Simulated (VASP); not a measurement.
The system is PtCl.

```
Pt Cl
1.0
     0.00000    2.99423    2.99423
     2.99423    0.00000    2.99423
     2.99423    2.99423    0.00000
Pt Cl
1 1
Direct
  0.00000 0.00000 0.00000
  0.50000 0.50000 0.50000
```

```yaml
Program: VASP 6.6.1
Task: relaxation of cell and atoms
Functional: PBE
Potentials_or_basis: VASP PAW PBE potentials, release 64 (Pt, Cl)
Cutoff: 500 eV
k_mesh: 5 × 5 × 5
Occupations: gaussian, width 0.2144 eV
Spin: no spin polarisation
```

At the start: pressure -11.9 GPa; volume 26.84 Å³/atom.

Problem. Where does the relaxation end?

Solution. Over 6 steps the energy falls by 494.5 meV/atom and the volume is 18.16 Å³/atom (-32.4 %); space group Fm-3m (No. 225, to 0.05 Å).

Step by step:
```
step  energy change (eV)  largest force (eV/Å)  pressure (GPa)  volume (Å³)
   1              0.0000                0.0000          -11.86        53.69
   2             -0.9178                0.0000           -6.15        39.69
   3             -0.9888                0.0000           -0.39        36.47
   4             -0.9889                0.0000            0.34        36.17
   5             -0.9890                0.0000           -0.18        36.38
   6             -0.9890                0.0000            0.00        36.31
```

Final structure:
```yaml
crystal:
  lattice:
    - [0.00000, 2.62825, 2.62825]
    - [2.62825, 0.00000, 2.62825]
    - [2.62825, 2.62825, 0.00000]
  atoms:
    - { symbol: Pt, position: [0.00000, 0.00000, 0.00000] }
    - { symbol: Cl, position: [0.50000, 0.50000, 0.50000] }
```

Caveat: the k points lie up to 0.41 Å⁻¹ apart in the final cell; the volume moved by over 15 % at a fixed basis, so the end points are rough; an odd number of electrons without spin polarisation forces a metal; a magnetic or distorted state may lie lower.
